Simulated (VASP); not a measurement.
# SiC (P1) in VASP: further runs, part 2 of 2

VASP 6.6.1. The steps go on from the part before.

**3. Single point, PBE (the part above a cut slid along it)**

File INCAR:

```
SYSTEM = SiC
  ALGO = Normal
  EDIFF = 1E-6
  ENCUT = 520
  GGA = PE
  ISIF = 2
  ISMEAR = 0
  LASPH = .True.
  LCHARG = .False.
  LREAL = .False.
  LWAVE = .False.
  NBANDS = 26
  NELM = 60
  PREC = Accurate
  SIGMA = 0.05
```

File KPOINTS:

```
k-points
0
Gamma
  10 10 3
  0 0 0
```

File POSCAR:

```
SiC
1.0
   -3.0941201809      0.0000000000      0.0000000000
   -1.5470600905     -2.6795866790      0.0000000000
   -0.9282360543      0.0000000000     10.1293391998
Si C
4 4
Direct
    0.4884534104      0.6666666667      0.5940441877
    0.3051200770      0.3333333333      0.0940441877
    0.8967701330      1.0000000000      0.3440995566
    0.7467701330      1.0000000000      0.8440995566
    0.5448644329      0.6666666667      0.4060074460
    0.0615310995      0.3333333333      0.9060074460
   -0.0469943429      0.0000000000      0.1566478097
   -0.1969943429      0.0000000000      0.6566478097
```

Potentials or basis: VASP PAW PBE potentials, release 64 (Si, C).

The run is started by

```bash
cat potpaw_PBE.64/Si/POTCAR potpaw_PBE.64/C/POTCAR > POTCAR
mpirun -np 1 vasp_std > vasp.out
```

OUTCAR:

```text
SYSTEM = SiC
   EDIFF = 1E-6
   ENCUT = 520
   GGA = PE
   ISIF = 2
   ISMEAR = 0
   LASPH = .True.
   LREAL = .False.
   NELM = 60
   PREC = Accurate

 ion  position               nearest neighbor table
   1  0.488  0.667  0.594-   8 1.90   8 1.90   8 1.90   5 1.90   3 3.10   3 3.10   3 3.10   4 3.10
                             4 3.10   4 3.10
   2  0.305  0.333  0.094-   7 1.90   7 1.90   7 1.90   6 2.12   4 2.76   3 3.10   3 3.10   3 3.10

   3  0.897  0.000  0.344-   5 1.89   5 1.89   5 1.89   7 1.90   1 3.10   1 3.10   1 3.10   2 3.10
                             2 3.10   2 3.10
   4  0.747  0.000  0.844-   6 1.89   6 1.89   6 1.89   8 1.90   2 2.76   1 3.10   1 3.10   1 3.10

   5  0.545  0.667  0.406-   3 1.89   3 1.89   3 1.89   1 1.90
   6  0.062  0.333  0.906-   4 1.89   4 1.89   4 1.89   2 2.12
   7  0.953  0.000  0.157-   2 1.90   2 1.90   2 1.90   3 1.90
   8  0.803  0.000  0.657-   1 1.90   1 1.90   1 1.90   4 1.90

  LATTYP: Found a base centered monoclinic cell.
 ALAT       =     3.0941201809
 B/A-ratio  =     1.7320508076
 C/A-ratio  =     3.2874551421
 COS(beta)  =    -0.0912559980

  Lattice vectors:

 A1 = (   1.5470600904,  -2.6795866790,   0.0000000000)
 A2 = (   1.5470600905,   2.6795866790,   0.0000000000)
 A3 = (  -0.9282360543,   0.0000000000,  10.1293391998)

Analysis of symmetry for initial positions (statically):
=====================================================================
 Subroutine PRICEL returns:
 Original cell was already a primitive cell.

 Routine SETGRP: Setting up the symmetry group for a
 base centered monoclinic supercell.

 Subroutine GETGRP returns: Found  1 space group operations
 (whereof  1 operations were pure point group operations)
 out of a pool of  4 trial point group operations.

The static configuration has the point symmetry C_1 .

Analysis of symmetry for dynamics (positions and initial velocities):
=====================================================================
 Subroutine PRICEL returns:
[... 142 lines left out ...]
  volume/ion in A,a.u.               =      10.50        70.84
  Fermi-wavevector in a.u.,A,eV,Ry     =   1.186851  2.242823 19.165368  1.408615
  Thomas-Fermi vector in A             =   2.323015
   LORBIT       =      0    0 simple, 1 ext, 2 COOP (PROOUT), +10 PAW based schemes
   GGA     = PE    functional components
   LHFCALC =     F    Hartree Fock is set to
   AEXX    =    0.0000 exact exchange contribution
   IVDW    =     0    specifies the selected vdW correction
   LEPSILON=     F    determine dielectric tensor
   LRPA    =     F    only Hartree local field effects (RPA)
 non-spin polarized calculation
 Gauss-broadening in eV      SIGMA  =   0.05
  energy-cutoff  :      520.00
  volume of cell :       83.98
 maximum number of plane-waves:      2284
   NGX = 11   NGY = 11   NGZ = 37

 number of electron      32.0000001 magnetization

 Free energy of the ion-electron system (eV)
  ---------------------------------------------------
  ext. energy  EPLUGINS =         0.00000000
  ---------------------------------------------------
  free energy    TOTEN  =       -59.08642189 eV

  energy without entropy =      -59.08642189  energy(sigma->0) =      -59.08642189

 E-fermi :   8.6998     XC(G=0): -11.3210

 val. band max:        8.4616815547   @ k =   0.0000   0.0000   0.0000
 cond. band min:       9.2385177084   @ k =   0.5000   0.0000  -0.0000
 fundamental gap:      0.7768361538
 Fermi energy:         8.6998085269

 k-point     1 :       0.0000    0.0000    0.0000
  band No.  band energies     occupation
      1      -7.3347      2.00000
      2      -6.1903      2.00000
      3      -6.1072      2.00000
      4      -3.8271      2.00000
      5      -0.4250      2.00000
      6       3.6317      2.00000
[... 685 lines left out ...]
     25      16.1150      0.00000
     26      16.5254      0.00000

 [... further k-points ...]
[... 5 lines left out ...]
  --------------------------------------------------------------------------------------
  -------------------------------------------------------------------------------------
  Total       -2.8216761      0.1675827      0.9418373      0.8500842      1.0803587      5.2908511
  in kB      -53.8308989      3.1970820     17.9680264     16.2175946     20.6106872    100.9369130
  external PRESSURE =     -10.8885968 kB  Pullay stress =       0.0000000 kB

 VOLUME and BASIS-vectors are now :
 -----------------------------------------------------------------------------
  energy-cutoff  :      520.00
  volume of cell :       83.98
      direct lattice vectors                 reciprocal lattice vectors
    -3.094120181  0.000000000  0.000000000    -0.323193652  0.186595942 -0.029616937
    -1.547060091 -2.679586679  0.000000000     0.000000000 -0.373191884  0.000000000
    -0.928236054  0.000000000 10.129339200     0.000000000  0.000000000  0.098723123

 POSITION                                       TOTAL-FORCE (eV/Angst)
 -----------------------------------------------------------------------------------
     -3.09412     -1.78639      6.01728         0.059637      0.009540      0.084761
     -1.54706     -0.89320      0.95261         1.834707     -0.227415     -0.428856
     -3.09412      0.00000      3.48550         0.155671      0.119709      0.193204
     -3.09412      0.00000      8.55017        -0.103019      0.286086     -0.173347
     -3.09412     -1.78639      4.11259         0.002099     -0.003366     -0.064247
     -1.54706     -0.89320      9.17726        -1.834507     -0.541736      0.294019
     -3.09412      0.00000      1.58674         0.069701      0.399890      0.246811
     -3.09412      0.00000      6.65141        -0.184289     -0.042707     -0.152345
 -----------------------------------------------------------------------------------
    total drift:                               -0.000294      0.000009     -0.000462

  FREE ENERGIE OF THE ION-ELECTRON SYSTEM (eV)
  ---------------------------------------------------
  free  energy   TOTEN  =       -59.0864218916 eV

  energy  without entropy=      -59.0864218916  energy(sigma->0) =      -59.08642189
```

OSZICAR:

```text
N       E                     dE             d eps       ncg     rms          rms(c)
DAV:   1     0.741007571562E+02    0.74101E+02   -0.14444E+04  7904   0.111E+03
DAV:   2    -0.590220792465E+02   -0.13312E+03   -0.12377E+03 10424   0.194E+02
DAV:   3    -0.661313796977E+02   -0.71093E+01   -0.70535E+01 10786   0.417E+01
DAV:   4    -0.662223945985E+02   -0.91015E-01   -0.90888E-01 10112   0.552E+00
DAV:   5    -0.662239834191E+02   -0.15888E-02   -0.15879E-02 10646   0.688E-01    0.171E+01
DAV:   6    -0.592346905967E+02    0.69893E+01   -0.18733E+01  9940   0.191E+01    0.763E+00
DAV:   7    -0.591205058376E+02    0.11418E+00   -0.19273E+00 10696   0.635E+00    0.334E+00
DAV:   8    -0.590888866406E+02    0.31619E-01   -0.10451E-01  9602   0.157E+00    0.108E+00
DAV:   9    -0.590859084682E+02    0.29782E-02   -0.15783E-02 10208   0.705E-01    0.173E-01
DAV:  10    -0.590862909551E+02   -0.38249E-03   -0.13440E-03 10214   0.188E-01    0.917E-02
DAV:  11    -0.590864209807E+02   -0.13003E-03   -0.18760E-04  9572   0.855E-02    0.164E-02
DAV:  12    -0.590864208976E+02    0.83046E-07   -0.10317E-05 10616   0.188E-02    0.938E-03
DAV:  13    -0.590864218916E+02   -0.99393E-06   -0.22923E-06  7992   0.903E-03
   1 F= -.59086422E+02 E0= -.59086422E+02  d E =-.132650E-13
```

It took 11 min on 1 thread of Intel Xeon 8259CL, shared host; peak memory 0.34 GiB.

Results:

```yaml
Free_energy: -59.0864 eV
Pressure: -1.1 GPa
Largest_force: 1.935 eV/Å
Band_gap_on_the_k_mesh: 0.78 eV (least direct gap 1.68 eV)
```

Forces on the atoms (eV/Å):
```
Si   0.060  0.010  0.085
Si   1.835 -0.227 -0.429
Si   0.156  0.120  0.193
Si  -0.103  0.286 -0.173
C    0.002 -0.003 -0.064
C   -1.835 -0.542  0.294
C    0.070  0.400  0.247
C   -0.184 -0.043 -0.152
```

Caveat: the cell differs from its parent crystal (the part above a cut slid along it); the stress differs along the axes, from -5 to 2 GPa; semilocal functionals underestimate gaps, and a narrow one can read as zero; forces of over 1 eV/Å act on the atoms, so gaps and moduli don't describe the material at rest. A k mesh can miss the band edges.
